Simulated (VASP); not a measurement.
Runs of VASP 6.6.1 on AlN (rocksalt type). The structure is that of space group Fm-3m (No. 225), or close to it. The cells are those of the table. 

```tsv
task	cell	cutoff (eV)	gap on the mesh (eV)	pressure (GPa)
single point	a = 2.650 Å, angles 60.0°, 2 atoms	520	(c)	94.4
single point	a = 2.736 Å, angles 60.0°, 2 atoms	520	5.77	44.4
single point	a = 2.797 Å, angles 60.0°, 2 atoms	520	5.91	18.4
single point	a = 2.460 Å, angles 60.0°, 2 atoms	520	4.74	292.2
single point	a = 2.339 Å, angles 60.0°, 2 atoms	520	3.98	523.2
single point	a = 2.855 Å, angles 60.0°, 2 atoms	520	(a)	-0.8
relaxation of cell and atoms	relaxed from a = 3.047 Å, angles 60.0°, 2 atoms	600	(b)	-0.1
```

Alike in all rows: level r2SCAN; potentials or basis VASP PAW PBE potentials, release 64 (Al, N); no spin polarisation; k mesh 15 × 15 × 15; smearing fermi-dirac 0.05 eV.

Question: Fill in the values left out.

Answer: (a) 5.60; (b) 5.62; (c) 5.53.

Caveats: the PAW data sets were made with another functional, which shifts forces and pressure a little.

A k mesh can miss the band edges.
